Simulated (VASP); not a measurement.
# Ir (I4/mmm) in VASP: notebook, part 2 of 3

VASP 6.6.1. Earlier steps stand in the parts before.

### 3 Single point, r2SCAN (strain +0.0175 x Voigt [0, 1, 0, 0, 0, 0])

Input file POSCAR:

```
Ir
1.0
    0.0000000000      1.9532947500      1.9197000000
    1.9197000000      0.0000000000      1.9197000000
    1.9197000000      1.9532947500      0.0000000000
Ir
1
Direct
    0.0000000000      0.0000000000      0.0000000000
```

Input file INCAR.step1:

```
ALGO = Normal
EDIFF = 1E-4
ENCUT = 520
GGA = PE
ISMEAR = 0
LASPH = T
LCHARG = F
LREAL = F
LWAVE = T
NBANDS = 10
NELM = 80
PREC = Accurate
SIGMA = 0.15
```

Input file INCAR.step2:

```
ALGO = Normal
EDIFF = 1E-6
ENCUT = 520
ISIF = 2
ISMEAR = 0
ISTART = 1
LASPH = T
LCHARG = F
LMIXTAU = T
LREAL = F
LWAVE = F
METAGGA = R2SCAN
NBANDS = 10
NELM = 80
PREC = Accurate
SIGMA = 0.15
```

Input file KPOINTS:

```
k-points
0
Gamma
  22 22 22
```

Potentials or basis: VASP PAW PBE potentials, release 64 (Ir).

Started as:

```
$ cat potpaw_PBE.64/Ir/POTCAR > POTCAR
$ cp INCAR.step1 INCAR
$ mpirun -np 1 vasp_std > vasp.out
$ cp INCAR.step2 INCAR
$ mpirun -np 1 vasp_std > vasp.out
```

OUTCAR:

```text
EDIFF = 1E-6
   ENCUT = 520
   ISIF = 2
   ISMEAR = 0
   ISTART = 1
   LASPH = T
   LREAL = F
   METAGGA = R2SCAN
   NELM = 80
   PREC = Accurate

 ion  position               nearest neighbor table
   1  0.000  0.000  0.000-

  LATTYP: Found a body centered tetragonal cell.
 ALAT       =     2.7148657757
 C/A-ratio  =     1.4389622997

  Lattice vectors:

 A1 = (   0.0000000000,  -1.9532947500,   1.9197000000)
 A2 = (   0.0000000000,  -1.9532947500,  -1.9197000000)
 A3 = (   1.9197000000,   1.9532947500,   0.0000000000)

Analysis of symmetry for initial positions (statically):
=====================================================================
 Subroutine PRICEL returns:
 Original cell was already a primitive cell.

 Routine SETGRP: Setting up the symmetry group for a
 body centered tetragonal supercell.

 Subroutine GETGRP returns: Found 16 space group operations
 (whereof 16 operations were pure point group operations)
 out of a pool of 16 trial point group operations.

The static configuration has the point symmetry D_4h.

Analysis of symmetry for dynamics (positions and initial velocities):
=====================================================================
 Subroutine PRICEL returns:
 Original cell was already a primitive cell.

 Routine SETGRP: Setting up the symmetry group for a
 body centered tetragonal supercell.

 Subroutine GETGRP returns: Found 16 space group operations
 (whereof 16 operations were pure point group operations)
 out of a pool of 16 trial point group operations.

The dynamic configuration has the point symmetry D_4h.

 Subroutine INISYM returns: Found 16 space group operations
 (whereof 16 operations are pure point group operations),
 and found     1 'primitive' translations

----------------------------------------------------------------------------------------

                                     Primitive cell

  volume of cell :      14.3968

  direct lattice vectors                    reciprocal lattice vectors
     0.000000000  1.953294750  1.919700000    -0.260457363  0.255977752  0.260457363
     1.919700000  0.000000000  1.919700000     0.260457363 -0.255977752  0.260457363
     1.919700000  1.953294750  0.000000000     0.260457363  0.255977752 -0.260457363

  length of vectors
     2.738723876  2.714865776  2.738723876     0.448553994  0.448553994  0.448553994

  position of ions in fractional coordinates (direct lattice)
     0.000000000  0.000000000  0.000000000

  ion indices of the primitive-cell ions
   primitive index   ion index
                 1           1

----------------------------------------------------------------------------------------

 KPOINTS: k-points

Automatic generation of k-mesh.
 Grid dimensions read from file:
 generate k-points for:   22   22   22

 Generating k-lattice:

  Cartesian coordinates                     Fractional coordinates (reciprocal lattice)
    -0.011838971  0.011635352  0.011838971     0.045454545  0.000000000  0.000000000
     0.011838971 -0.011635352  0.011838971     0.000000000  0.045454545  0.000000000
     0.011838971  0.011635352 -0.011838971     0.000000000  0.000000000  0.045454545

  Length of vectors
     0.020388818  0.020388818  0.020388818

  Shift w.r.t. Gamma in fractional coordinates (k-lattice)
     0.000000000  0.000000000  0.000000000

 Subroutine IBZKPT returns following result:
 ===========================================

 Found    834 irreducible k-points:

 Following reciprocal coordinates:
            Coordinates               Weight
  0.000000  0.000000  0.000000      1.000000
  0.045455  0.000000 -0.000000      8.000000
  0.090909  0.000000 -0.000000      8.000000
  0.136364  0.000000  0.000000      8.000000
  0.181818  0.000000  0.000000      8.000000
  0.227273  0.000000 -0.000000      8.000000
[... 16 lines left out ...]
  0.500000  0.045455  0.000000     16.000000
 -0.454545  0.045455  0.000000     16.000000
 [... further k-points ...]
   k-points           NKPTS =    834   k-points in BZ     NKDIM =    834   number of bands    NBANDS=     10
   number of dos      NEDOS =    301   number of ions     NIONS =      1
   total plane-waves  NPLWV =   8000
   dimension x,y,z NGX =    20 NGY =   20 NGZ =   20
   dimension x,y,z NGXF=    40 NGYF=   40 NGZF=   40
   ions per type =               1
   NGX,Y,Z   is equivalent  to a cutoff of  12.14, 12.25, 12.14 a.u.
   NGXF,Y,Z  is equivalent  to a cutoff of  24.28, 24.49, 24.28 a.u.
 SYSTEM =  unknown system
   PREC   = accura    normal or accurate (medium, high low for compatibility)
   ISTART =      1    job   : 0-new  1-cont  2-samecut
   ICHARG =      0    charge: 1-file 2-atom 10-const
   ISPIN  =      1    spin polarized calculation?
   LNONCOLLINEAR =      F non collinear calculations
   LSORBIT =      F    spin-orbit coupling
   LASPH  =      T    aspherical Exc in radial PAW
   ENCUT  =  520.0 eV  38.22 Ry    6.18 a.u.   5.09  5.05  5.09*2*pi/ulx,y,z
   NELM   =     80;   NELMIN=  2; NELMDL=  0     # of ELM steps
   EDIFF  = 0.1E-05   stopping-criterion for ELM
   LREAL  =      F    real-space projection
   EDIFFG = 0.1E-04   stopping-criterion for IOM
   NSW    =      0    number of steps for IOM
   IBRION =     -1    ionic relax: 0-MD 1-quasi-New 2-CG
   NFREE  =      0    steps in history (QN), initial steepest desc. (CG)
   ISIF   =      2    stress and relaxation
   ISYM   =      2    0-nonsym 1-usesym 2-fastsym
   POTIM  = 0.5000    time-step for ionic-motion
   TEBEG  =    0.0;   TEEND  =   0.0 temperature during run
   PSTRESS=    0.0 pullay stress
   NELECT =       9.0000    total number of electrons
   NUPDOWN=      -1.0000    fix difference up-down
   EMIN   =  10.00;   EMAX   =-10.00  energy-range for DOS
   EFERMI =   0.00;   METHOD = LEGACY
   ISMEAR =     0;   SIGMA  =   0.15  broadening in eV -4-tet -1-fermi 0-gaus
   EFERMI_NEDOS =   21; number of points for ismear=-14 and -15
   IALGO  =     38    algorithm
   IMIX   =      4    mixing-type and parameters
     AMIX     =   0.40;   BMIX     =  1.00
     AMIX_MAG =   1.60;   BMIX_MAG =  1.00
  volume/ion in A,a.u.               =      14.40        97.15
  Fermi-wavevector in a.u.,A,eV,Ry     =   1.399805  2.645248 26.659985  1.959454
  Thomas-Fermi vector in A             =   2.522828
   LORBIT       =      0    0 simple, 1 ext, 2 COOP (PROOUT), +10 PAW based schemes
   METAGGA = R2SCAN    functional components
   LHFCALC =     F    Hartree Fock is set to
   AEXX    =    0.0000 exact exchange contribution
   IVDW    =     0    specifies the selected vdW correction
   LEPSILON=     F    determine dielectric tensor
   LRPA    =     F    only Hartree local field effects (RPA)
 non-spin polarized calculation
 Gauss-broadening in eV      SIGMA  =   0.15
  energy-cutoff  :      520.00
  volume of cell :       14.40
 maximum number of plane-waves:       397
   NGX = 11   NGY =  9   NGZ = 11

 number of electron       9.0000000 magnetization

 Free energy of the ion-electron system (eV)
  ---------------------------------------------------
  ext. energy  EPLUGINS =         0.00000000
  ---------------------------------------------------
  free energy    TOTEN  =       -52.36445547 eV

  energy without entropy =      -52.35222304  energy(sigma->0) =      -52.35833926

 E-fermi :   9.8503     XC(G=0): -15.2069

 val. band max:        9.8494438393   @ k =   0.3182   0.2273   0.0455
 cond. band min:       9.8504779007   @ k =   0.2273   0.3182   0.0909
 fundamental gap:      0.0010340615
 Fermi energy:         9.8503081874

 k-point     1 :       0.0000    0.0000    0.0000
  band No.  band energies     occupation
      1      -1.4607      2.00000
      2       5.8276      2.00000
      3       6.0621      2.00000
      4       6.0621      2.00000
      5       8.4619      2.00000
      6       8.7665      2.00000
      7      25.0185      0.00000
      8      30.4076      0.00000
      9      30.9541      0.00000
     10      30.9541      0.00000
[... 287 lines left out ...]
 k-point    24 :      -0.4545    0.0455    0.0000
  band No.  band energies     occupation
      1       1.7320      2.00000
      2       5.7398      2.00000
      3       5.9435      2.00000
      4       8.6573      2.00000
      5      10.6726      0.00000
      6      11.2212      0.00000
      7      17.5537      0.00000
      8      24.8434      0.00000
      9      30.2884      0.00000
     10      30.7118      0.00000

 [... further k-points ...]

------------------------ aborting loop because EDIFF is reached ----------------------------------------

  FORCE on cell =-STRESS in cart. coord.  units (eV):
  Direction    XX          YY          ZZ          XY          YZ          ZX
  --------------------------------------------------------------------------------------
  -------------------------------------------------------------------------------------
  Total       -0.0289871     -0.5963906     -0.0289871      0.0000000      0.0000000      0.0000000
  in kB       -3.2258951    -66.3707667     -3.2258951      0.0000000      0.0000000      0.0000000
  external PRESSURE =     -24.2741856 kB  Pullay stress =       0.0000000 kB

 VOLUME and BASIS-vectors are now :
 -----------------------------------------------------------------------------
  energy-cutoff  :      520.00
  volume of cell :       14.40
      direct lattice vectors                 reciprocal lattice vectors
     0.000000000  1.953294750  1.919700000    -0.260457363  0.255977752  0.260457363
     1.919700000  0.000000000  1.919700000     0.260457363 -0.255977752  0.260457363
     1.919700000  1.953294750  0.000000000     0.260457363  0.255977752 -0.260457363

 POSITION                                       TOTAL-FORCE (eV/Angst)
 -----------------------------------------------------------------------------------
      0.00000      0.00000      0.00000         0.000000      0.000000      0.000000
 -----------------------------------------------------------------------------------
    total drift:                                0.000000      0.000000      0.000000

  FREE ENERGIE OF THE ION-ELECTRON SYSTEM (eV)
  ---------------------------------------------------
  free  energy   TOTEN  =       -52.3644554731 eV

  energy  without entropy=      -52.3522230379  energy(sigma->0) =      -52.35833926
```

OUTCAR.step1:

```text
EDIFF = 1E-4
   ENCUT = 520
   GGA = PE
   ISMEAR = 0
   LASPH = T
[... 528 lines left out ...]

 POSITION                                       TOTAL-FORCE (eV/Angst)
 -----------------------------------------------------------------------------------
      0.00000      0.00000      0.00000        -0.000000      0.000000      0.000000
 -----------------------------------------------------------------------------------
    total drift:                                0.000000     -0.000000     -0.000000

  FREE ENERGIE OF THE ION-ELECTRON SYSTEM (eV)
  ---------------------------------------------------
  free  energy   TOTEN  =        -8.8480585338 eV

  energy  without entropy=       -8.8354345356  energy(sigma->0) =       -8.84174653
```

OSZICAR.step1:

```text
N       E                     dE             d eps       ncg     rms          rms(c)
DAV:   1     0.475908868544E+02    0.47591E+02   -0.43477E+03 16888   0.816E+02
DAV:   2    -0.848754924612E+01   -0.56078E+02   -0.53018E+02 17048   0.195E+02
DAV:   3    -0.940271215752E+01   -0.91516E+00   -0.91138E+00 19406   0.303E+01
DAV:   4    -0.941110666042E+01   -0.83945E-02   -0.83930E-02 18804   0.269E+00
DAV:   5    -0.941127655824E+01   -0.16990E-03   -0.16989E-03 19026   0.369E-01    0.146E+01
DAV:   6    -0.893853270347E+01    0.47274E+00   -0.84478E-01 18670   0.112E+01    0.590E+00
DAV:   7    -0.885406854807E+01    0.84464E-01   -0.26402E-01 19768   0.578E+00    0.149E+00
DAV:   8    -0.885149030112E+01    0.25782E-02   -0.20967E-03 18070   0.477E-01    0.111E+00
DAV:   9    -0.884805349455E+01    0.34368E-02   -0.22239E-03 18848   0.656E-01    0.182E-02
DAV:  10    -0.884805853381E+01   -0.50393E-05   -0.11307E-05  9318   0.343E-02
   1 F= -.88480585E+01 E0= -.88417465E+01  d E =-.126240E-01
```

It took 3 min on 1 thread of Intel Xeon 6975P-C (Granite Rapids), shared host; peak memory 0.24 GiB.

What came out:

* Free energy: -52.3645 eV
* Pressure: -2.4 GPa
* Band gap on the k mesh: zero (an odd number of electrons rules out a gap without spin polarisation)

Stress tensor (GPa, compression positive):
```
-0.32  0.00  0.00
 0.00 -6.64  0.00
 0.00  0.00 -0.32
```

Caveat: the cell differs from its parent crystal (strain +0.0175 x Voigt [0, 1, 0, 0, 0, 0]); the PAW data sets were made with another functional, which shifts forces and pressure a little; spin-orbit coupling is left out, which moves the levels of the heavy elements.

[end of part 2 of 3]
